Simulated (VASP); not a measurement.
# InAs (F-43m) in VASP: notebook

The runs below take InAs through single point, with PBEsol.

All numbers are computed with VASP 6.6.1; they aren't measurements. Logs are shortened: lines on timing, memory, paths and dates and some standing lists are left out, and cuts for length are marked.

### 1 The cell of the first run

It takes space group F-43m (No. 216, cubic). The conventional cell has a = 6.087 Å, b = 6.087 Å, c = 6.087 Å, α = 90.00°, β = 90.00°, γ = 90.00°. Within 3.5 Å of In (site symmetry -43m) lie 4 As at 2.64 Å. As (site symmetry -43m) has 4 In at 2.64 Å within 3.5 Å.

### 2 Single point, PBEsol

Input file INCAR:

```
SYSTEM = InAs
PREC = Accurate
ENCUT = 520
EDIFF = 1E-6
ISMEAR = -1
SIGMA = 0.15
LREAL = .False.
LASPH = .True.
NELM = 60
ALGO = Normal
ISIF = 2
LWAVE = .False.
LCHARG = .False.
GGA = PS
NBANDS = 16
```

Input file KPOINTS:

```
Automatic mesh
0
Gamma
  12 12 12
  0 0 0
```

Input file POSCAR:

```
InAs
1.0
    0.0000000000      3.0437329627      3.0437329627
    3.0437329627      0.0000000000      3.0437329627
    3.0437329627      3.0437329627      0.0000000000
In As
1 1
Direct
    0.0000000000      0.0000000000      0.0000000000
    0.7500000000      0.7500000000      0.7500000000
```

Potentials or basis: VASP PAW PBE potentials, release 64 (In_d, As).

Launch:

```bash
$ cat potpaw_PBE.64/In_d/POTCAR potpaw_PBE.64/As/POTCAR > POTCAR
$ mpirun -np 1 vasp_std > vasp.out
```

OUTCAR:

```text
SYSTEM = InAs
   PREC = Accurate
   ENCUT = 520
   EDIFF = 1E-6
   ISMEAR = -1
   LREAL = .False.
   LASPH = .True.
   NELM = 60
   ISIF = 2
   GGA = PS

 ion  position               nearest neighbor table
   1  0.000  0.000  0.000-   2 2.64   2 2.64   2 2.64   2 2.64
   2  0.750  0.750  0.750-   1 2.64   1 2.64   1 2.64   1 2.64

  LATTYP: Found a face centered cubic cell.
 ALAT       =     6.0874659254

  Lattice vectors:

 A1 = (   0.0000000000,   3.0437329627,   3.0437329627)
 A2 = (   3.0437329627,   0.0000000000,   3.0437329627)
 A3 = (   3.0437329627,   3.0437329627,   0.0000000000)

Analysis of symmetry for initial positions (statically):
=====================================================================
 Subroutine PRICEL returns:
 Original cell was already a primitive cell.

 Routine SETGRP: Setting up the symmetry group for a
 face centered cubic supercell.

 Subroutine GETGRP returns: Found 24 space group operations
 (whereof 24 operations were pure point group operations)
 out of a pool of 48 trial point group operations.

The static configuration has the point symmetry T_d .

Analysis of symmetry for dynamics (positions and initial velocities):
=====================================================================
 Subroutine PRICEL returns:
 Original cell was already a primitive cell.

 Routine SETGRP: Setting up the symmetry group for a
 face centered cubic supercell.

 Subroutine GETGRP returns: Found 24 space group operations
 (whereof 24 operations were pure point group operations)
 out of a pool of 48 trial point group operations.

The dynamic configuration has the point symmetry T_d .

 Subroutine INISYM returns: Found 24 space group operations
 (whereof 24 operations are pure point group operations),
 and found     1 'primitive' translations

----------------------------------------------------------------------------------------

                                     Primitive cell

  volume of cell :      56.3962

  direct lattice vectors                    reciprocal lattice vectors
     0.000000000  3.043732963  3.043732963    -0.164271967  0.164271967  0.164271967
     3.043732963  0.000000000  3.043732963     0.164271967 -0.164271967  0.164271967
     3.043732963  3.043732963  0.000000000     0.164271967  0.164271967 -0.164271967

  length of vectors
     4.304488436  4.304488436  4.304488436     0.284527393  0.284527393  0.284527393

  position of ions in fractional coordinates (direct lattice)
     0.000000000  0.000000000  0.000000000
     0.750000000  0.750000000  0.750000000

  ion indices of the primitive-cell ions
   primitive index   ion index
                 1           1
                 2           2

----------------------------------------------------------------------------------------

 KPOINTS: Automatic mesh

Automatic generation of k-mesh.
 Grid dimensions read from file:
 generate k-points for:   12   12   12

 Generating k-lattice:

  Cartesian coordinates                     Fractional coordinates (reciprocal lattice)
    -0.013689331  0.013689331  0.013689331     0.083333333  0.000000000  0.000000000
     0.013689331 -0.013689331  0.013689331     0.000000000  0.083333333  0.000000000
     0.013689331  0.013689331 -0.013689331     0.000000000  0.000000000  0.083333333

  Length of vectors
     0.023710616  0.023710616  0.023710616

  Shift w.r.t. Gamma in fractional coordinates (k-lattice)
     0.000000000  0.000000000  0.000000000

 Subroutine IBZKPT returns following result:
 ===========================================

 Found     72 irreducible k-points:

 Following reciprocal coordinates:
            Coordinates               Weight
  0.000000  0.000000  0.000000      1.000000
  0.083333  0.000000  0.000000      8.000000
  0.166667  0.000000  0.000000      8.000000
  0.250000  0.000000  0.000000      8.000000
  0.333333  0.000000  0.000000      8.000000
  0.416667  0.000000  0.000000      8.000000
[... 16 lines left out ...]
  0.500000  0.166667  0.000000     24.000000
 -0.416667  0.166667  0.000000     24.000000
 [... further k-points ...]
   k-points           NKPTS =     72   k-points in BZ     NKDIM =     72   number of bands    NBANDS=     16
   number of dos      NEDOS =    301   number of ions     NIONS =      2
   total plane-waves  NPLWV =  32768
   dimension x,y,z NGX =    32 NGY =   32 NGZ =   32
   dimension x,y,z NGXF=    64 NGYF=   64 NGZF=   64
   ions per type =               1   1
   NGX,Y,Z   is equivalent  to a cutoff of  12.36, 12.36, 12.36 a.u.
   NGXF,Y,Z  is equivalent  to a cutoff of  24.72, 24.72, 24.72 a.u.
 SYSTEM =  InAs
   PREC   = accura    normal or accurate (medium, high low for compatibility)
   ISTART =      0    job   : 0-new  1-cont  2-samecut
   ICHARG =      2    charge: 1-file 2-atom 10-const
   ISPIN  =      1    spin polarized calculation?
   LNONCOLLINEAR =      F non collinear calculations
   LSORBIT =      F    spin-orbit coupling
   LASPH  =      T    aspherical Exc in radial PAW
   ENCUT  =  520.0 eV  38.22 Ry    6.18 a.u.   8.00  8.00  8.00*2*pi/ulx,y,z
   NELM   =     60;   NELMIN=  2; NELMDL= -5     # of ELM steps
   EDIFF  = 0.1E-05   stopping-criterion for ELM
   LREAL  =      F    real-space projection
   EDIFFG = 0.1E-04   stopping-criterion for IOM
   NSW    =      0    number of steps for IOM
   IBRION =     -1    ionic relax: 0-MD 1-quasi-New 2-CG
   NFREE  =      0    steps in history (QN), initial steepest desc. (CG)
   ISIF   =      2    stress and relaxation
   ISYM   =      2    0-nonsym 1-usesym 2-fastsym
   POTIM  = 0.5000    time-step for ionic-motion
   TEBEG  =    0.0;   TEEND  =   0.0 temperature during run
   PSTRESS=    0.0 pullay stress
   NELECT =      18.0000    total number of electrons
   NUPDOWN=      -1.0000    fix difference up-down
   EMIN   =  10.00;   EMAX   =-10.00  energy-range for DOS
   EFERMI =   0.00;   METHOD = LEGACY
   ISMEAR =    -1;   SIGMA  =   0.15  broadening in eV -4-tet -1-fermi 0-gaus
   EFERMI_NEDOS =   21; number of points for ismear=-14 and -15
   IALGO  =     38    algorithm
   IMIX   =      4    mixing-type and parameters
     AMIX     =   0.40;   BMIX     =  1.00
     AMIX_MAG =   1.60;   BMIX_MAG =  1.00
  volume/ion in A,a.u.               =      28.20       190.29
  Fermi-wavevector in a.u.,A,eV,Ry     =   1.118791  2.114209 17.030333  1.251694
  Thomas-Fermi vector in A             =   2.255425
   LORBIT       =      0    0 simple, 1 ext, 2 COOP (PROOUT), +10 PAW based schemes
   GGA     = PS    functional components
   LHFCALC =     F    Hartree Fock is set to
   AEXX    =    0.0000 exact exchange contribution
   IVDW    =     0    specifies the selected vdW correction
   LEPSILON=     F    determine dielectric tensor
   LRPA    =     F    only Hartree local field effects (RPA)
 non-spin polarized calculation
  energy-cutoff  :      520.00
  volume of cell :       56.40
 maximum number of plane-waves:      1540
   NGX = 17   NGY = 17   NGZ = 17

 number of electron      17.9999992 magnetization

 Free energy of the ion-electron system (eV)
  ---------------------------------------------------
  ext. energy  EPLUGINS =         0.00000000
  ---------------------------------------------------
  free energy    TOTEN  =        -8.49178461 eV

  energy without entropy =       -8.48817106  energy(sigma->0) =       -8.48997784

 E-fermi :   4.5406     XC(G=0):  -9.1977

 val. band max:        4.1715430270   @ k =   0.0000   0.0000   0.0000
 cond. band min:       4.8861004889   @ k =   0.0833   0.0000   0.0000
 fundamental gap:      0.7145574620
 Fermi energy:         4.5406461419

 k-point     1 :       0.0000    0.0000    0.0000
  band No.  band energies     occupation
      1     -10.1189      2.00000
      2     -10.1189      2.00000
      3     -10.1189      2.00000
      4      -9.9990      2.00000
      5      -9.9990      2.00000
      6      -7.5906      2.00000
[... 8 lines left out ...]
     15      13.7860      0.00000
     16      13.7860      0.00000

 k-point     2 :       0.0833    0.0000    0.0000
  band No.  band energies     occupation
      1     -10.1278      2.00000
      2     -10.1163      2.00000
      3     -10.1163      2.00000
      4      -9.9991      2.00000
      5      -9.9991      2.00000
      6      -7.5200      2.00000
[... 8 lines left out ...]
     15      13.1904      0.00000
     16      13.1904      0.00000

 k-point     3 :       0.1667    0.0000    0.0000
  band No.  band energies     occupation
      1     -10.1511      2.00000
      2     -10.1097      2.00000
      3     -10.1097      2.00000
      4      -9.9991      2.00000
      5      -9.9991      2.00000
      6      -7.3159      2.00000
[... 8 lines left out ...]
     15      12.6844      0.00000
     16      12.6844      0.00000

 k-point     4 :       0.2500    0.0000    0.0000
  band No.  band energies     occupation
      1     -10.1814      2.00000
      2     -10.1014      2.00000
      3     -10.1014      2.00000
      4      -9.9979      2.00000
      5      -9.9979      2.00000
      6      -7.0037      2.00000
[... 8 lines left out ...]
     15      12.6446      0.00000
     16      12.6446      0.00000

 k-point     5 :       0.3333    0.0000    0.0000
  band No.  band energies     occupation
      1     -10.2099      2.00000
      2     -10.0945      2.00000
      3     -10.0945      2.00000
      4      -9.9955      2.00000
      5      -9.9955      2.00000
      6      -6.6344      2.00000
[... 8 lines left out ...]
     15      13.1492      0.00000
     16      13.1492      0.00000

 k-point     6 :       0.4167    0.0000    0.0000
  band No.  band energies     occupation
      1     -10.2299      2.00000
      2     -10.0903      2.00000
      3     -10.0903      2.00000
      4      -9.9927      2.00000
      5      -9.9927      2.00000
      6      -6.3058      2.00000
[... 8 lines left out ...]
     15      14.0578      0.00000
     16      14.0578      0.00000

 k-point     7 :       0.5000    0.0000    0.0000
  band No.  band energies     occupation
      1     -10.2371      2.00000
      2     -10.0890      2.00000
      3     -10.0890      2.00000
      4      -9.9914      2.00000
      5      -9.9914      2.00000
      6      -6.1666      2.00000
[... 8 lines left out ...]
     15      14.7948      0.00000
     16      14.7948      0.00000

 k-point     8 :       0.0833    0.0833    0.0000
  band No.  band energies     occupation
      1     -10.1335      2.00000
      2     -10.1139      2.00000
      3     -10.1139      2.00000
      4     -10.0009      2.00000
      5      -9.9976      2.00000
      6      -7.4965      2.00000
[... 8 lines left out ...]
     15      12.4935      0.00000
     16      13.8610      0.00000

 k-point     9 :       0.1667    0.0833    0.0000
  band No.  band energies     occupation
      1     -10.1527      2.00000
      2     -10.1085      2.00000
      3     -10.1073      2.00000
      4     -10.0027      2.00000
      5      -9.9962      2.00000
      6      -7.3371      2.00000
[... 8 lines left out ...]
     15      12.7922      0.00000
     16      13.4861      0.00000
[... 172 lines left out ...]
 k-point    19 :       0.1667    0.1667    0.0000
  band No.  band energies     occupation
      1     -10.1704      2.00000
      2     -10.1002      2.00000
      3     -10.1002      2.00000
      4     -10.0067      2.00000
      5      -9.9936      2.00000
      6      -7.2254      2.00000
[... 8 lines left out ...]
     15      13.3693      0.00000
     16      14.0835      0.00000

 k-point    20 :       0.2500    0.1667    0.0000
  band No.  band energies     occupation
      1     -10.1938      2.00000
      2     -10.0925      2.00000
      3     -10.0912      2.00000
      4     -10.0098      2.00000
      5      -9.9913      2.00000
      6      -6.9933      2.00000
[... 8 lines left out ...]
     15      14.0152      0.00000
     16      14.0580      0.00000

 k-point    21 :       0.3333    0.1667    0.0000
  band No.  band energies     occupation
      1     -10.2171      2.00000
      2     -10.0868      2.00000
      3     -10.0830      2.00000
      4     -10.0104      2.00000
      5      -9.9892      2.00000
      6      -6.6721      2.00000
[... 8 lines left out ...]
     15      14.0563      0.00000
     16      14.2132      0.00000

 k-point    22 :       0.4167    0.1667    0.0000
  band No.  band energies     occupation
      1     -10.2356      2.00000
      2     -10.0836      2.00000
      3     -10.0778      2.00000
      4     -10.0078      2.00000
      5      -9.9881      2.00000
      6      -6.3245      2.00000
[... 8 lines left out ...]
     15      14.1114      0.00000
     16      14.8404      0.00000

 k-point    23 :       0.5000    0.1667    0.0000
  band No.  band energies     occupation
      1     -10.2458      2.00000
      2     -10.0826      2.00000
      3     -10.0761      2.00000
      4     -10.0031      2.00000
      5      -9.9893      2.00000
      6      -6.0628      2.00000
[... 8 lines left out ...]
     15      14.3965      0.00000
     16      14.9086      0.00000

 k-point    24 :      -0.4167    0.1667    0.0000
  band No.  band energies     occupation
      1     -10.2456      2.00000
      2     -10.0830      2.00000
      3     -10.0775      2.00000
      4      -9.9984      2.00000
      5      -9.9932      2.00000
      6      -6.0219      2.00000
[... 8 lines left out ...]
     15      13.7508      0.00000
     16      14.1274      0.00000

 [... further k-points ...]
[... 5 lines left out ...]
  --------------------------------------------------------------------------------------
  -------------------------------------------------------------------------------------
  Total        0.0310941      0.0310941      0.0310941      0.0000000     -0.0000000     -0.0000000
  in kB        0.8833620      0.8833620      0.8833620      0.0000000     -0.0000000     -0.0000000
  external PRESSURE =       0.8833620 kB  Pullay stress =       0.0000000 kB

 VOLUME and BASIS-vectors are now :
 -----------------------------------------------------------------------------
  energy-cutoff  :      520.00
  volume of cell :       56.40
      direct lattice vectors                 reciprocal lattice vectors
     0.000000000  3.043732963  3.043732963    -0.164271967  0.164271967  0.164271967
     3.043732963  0.000000000  3.043732963     0.164271967 -0.164271967  0.164271967
     3.043732963  3.043732963  0.000000000     0.164271967  0.164271967 -0.164271967

 POSITION                                       TOTAL-FORCE (eV/Angst)
 -----------------------------------------------------------------------------------
      0.00000      0.00000      0.00000         0.000000      0.000000      0.000000
      4.56560      4.56560      4.56560        -0.000000     -0.000000     -0.000000
 -----------------------------------------------------------------------------------
    total drift:                                0.000000      0.000000      0.000000

  FREE ENERGIE OF THE ION-ELECTRON SYSTEM (eV)
  ---------------------------------------------------
  free  energy   TOTEN  =        -8.4917846121 eV

  energy  without entropy=       -8.4881710649  energy(sigma->0) =       -8.48997784
```

Run time: 18 s. Hardware: 1 thread of Intel Xeon 6975P-C (Granite Rapids), shared host; peak memory 0.21 GiB.

What came out:

* Free energy: -8.4918 eV
* Pressure: 0.1 GPa
* Band gap on the k mesh: zero (filled and empty bands touch)

Caveat: the PAW data sets were made with another functional, which shifts forces and pressure a little; spin-orbit coupling is left out, which moves the levels of the heavy elements.

### 3 Single point, PBEsol

This run uses another cell than the first one, of 30.03 Å³/atom, 1.065 times its volume.

Input file INCAR:

```
PREC = Accurate ; ENCUT = 520
EDIFF = 1E-7 ; ISMEAR = -1
SIGMA = 0.15 ; LREAL = False
LASPH = True ; NELM = 60
ALGO = Normal ; ISIF = 2
LWAVE = False ; LCHARG = False
GGA = PS ; NBANDS = 16
```

Input file KPOINTS:

```
Automatic mesh
0
Gamma
  12 12 12
```

Input file POSCAR:

```
InAs
1.0
    0.0000000000      3.1082994424      3.1082994424
    3.1082994424      0.0000000000      3.1082994424
    3.1082994424      3.1082994424      0.0000000000
In As
1 1
Direct
    0.0000000000      0.0000000000      0.0000000000
    0.7500000000      0.7500000000      0.7500000000
```

Potentials or basis: VASP PAW PBE potentials, release 64 (In_d, As).

Launch:

```bash
$ cat potpaw_PBE.64/In_d/POTCAR potpaw_PBE.64/As/POTCAR > POTCAR
$ mpirun -np 1 vasp_std > vasp.out
```

Run time: 33 s. Hardware: 1 thread of Intel Xeon 6975P-C (Granite Rapids), shared host; peak memory 0.24 GiB.

Results (log left out):

```
Free energy            : -8.4578 eV
Pressure               : -2.9 GPa
Band gap on the k mesh : zero (filled and empty bands touch)
```

Levels at points of the mesh, in eV from the Fermi level:
```csv
k point,band 7,band 8,band 9,band 10,band 11,band 12
"(0.00, 0.00, 0.00)",-1.02,-0.32,-0.32,-0.32,3.49,3.49
"(0.50, 0.00, 0.00)",-5.74,-1.20,-1.20,0.38,4.25,4.25
"(0.50, 0.50, 0.00)",-5.86,-2.40,-2.40,1.25,1.64,8.24
```

Caveat: the PAW data sets were made with another functional, which shifts forces and pressure a little; spin-orbit coupling is left out, which moves the levels of the heavy elements.

(Part 1 of 2 ends here.)
